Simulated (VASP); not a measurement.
Here is a VASP 6.6.1 calculation.

Contents of INCAR:

```
PREC = Accurate
ENCUT = 600
EDIFF = 1E-6
ISMEAR = -1
SIGMA = 0.05
LREAL = False
LASPH = True
NELM = 100
ALGO = Normal
ISIF = 3
LWAVE = False
LCHARG = False
GGA = RE
IVDW = 13
IBRION = 2
NSW = 60
EDIFFG = -0.01
```

KPOINTS

```
regular mesh
0
Gamma
  8 8 4
```

Contents of POSCAR:

```
Si
1.0
    3.8313174605      0.0000000000      0.0000000000
   -1.9156587303      3.3180182508      0.0000000000
    0.0000000000      0.0000000000      6.3326220002
Si
4
Direct
    0.6666666667      0.3333333333      0.9369905000
    0.3333333333      0.6666666667      0.4369905000
    0.6666666667      0.3333333333      0.5630095000
    0.3333333333      0.6666666667      0.0630095000
```

Potentials or basis: VASP PAW PBE potentials, release 64 (Si).

The run is started by

```bash
$ cat potpaw_PBE.64/Si/POTCAR > POTCAR
$ mpirun -np 1 vasp_std > vasp.out
```

(1) Estimate the relaxed volume.

(2) Estimate the relaxed cell.

## Answers

(1) 19.58 Å³/atom.

(2) a = 3.796 Å, b = 3.796 Å, c = 6.277 Å, α = 90.00°, β = 90.00°, γ = 120.00°.

Caveat: the PAW data sets were made with another functional, which shifts forces and pressure a little.
